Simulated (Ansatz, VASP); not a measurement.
Ir in VASP and in Ansatz

Contents of INCAR:

```
ALGO = Normal
EDIFF = 1E-6
ENCUT = 500
GGA = CA
GGA_COMPAT = False
ISIF = 2
ISMEAR = 0
LASPH = True
LCHARG = True
LELF = True
LREAL = False
LVHAR = True
LWAVE = False
NBANDS = 16
NELM = 120
PREC = Accurate
SIGMA = 0.1
```

KPOINTS

```
k-points
0
Gamma
  6 6 4
```

File POSCAR:

```
Ir
1.0
    2.7513778946      0.0000000000      0.0000000000
   -1.3756889473      2.3827631521      0.0000000000
    0.0000000000      0.0000000000      4.4622900000
Ir
2
Direct
    0.6666666667      0.3333333333      0.7500000000
    0.3333333333      0.6666666667      0.2500000000
```

Input for Ansatz:

```yaml
crystal:
  lattice:
    - [2.7513778946, 0.0, 0.0]
    - [-1.3756889473, 2.3827631521, 0.0]
    - [0.0, 0.0, 4.46229]
  atoms:
    - { symbol: Ir, position: [0.6666666667, 0.3333333333, 0.75] }
    - { symbol: Ir, position: [0.3333333333, 0.6666666667, 0.25] }
basis:
  ecutwfc: 420
  ecutrho_ratio: 5
kpoints:
  mp_grid: { grid: [6, 6, 4] }
hamiltonian:
  xc: lda
scf:
  occupations: { method: gaussian, width: 0.1 }
  max_iter: 30
  convergence: { dr2_threshold: "1e-6 eV" }
output:
  forces: true
  stress: true
  eigenvalues: true
```

Alike in both runs: task single point; functional LDA; k mesh 6 × 6 × 4; occupations gaussian, width 0.1 eV; no spin polarisation.

|  | VASP | Ansatz |
| --- | --- | --- |
| version | VASP 6.6.1 | Ansatz 0.2.0 |
| potentials or method | VASP PAW LDA potentials, release 64 (Ir), cutoff 500 eV | scalar-relativistic, plane waves, PAW |
| valence electrons in the cell | 18 | 34 |

|  | VASP | Ansatz | Ansatz less VASP |
| --- | --- | --- | --- |
| gap on the k mesh at the Fermi level (eV) | none | none | - |
| pressure (GPa) | -16.0 | -18.1 | -2.00 |
| traceless stress, the component that is largest in VASP (GPa) | -4.23 | -4.28 | -0.056 |

LDA's correlation is that of Perdew and Zunger in VASP and of Perdew and Wang (1992) in Ansatz. A gap of «none» marks a metal or a gap that the smearing closes. VASP's potentials hold 18 valence electrons a cell and Ansatz's 34, so a difference there can come from the potentials and not from the codes. Ansatz's warnings: force scf threshold loose, stress scf threshold loose.

The k mesh is coarse, so the values compare programs but aren't converged. Neither program's run includes spin-orbit coupling.
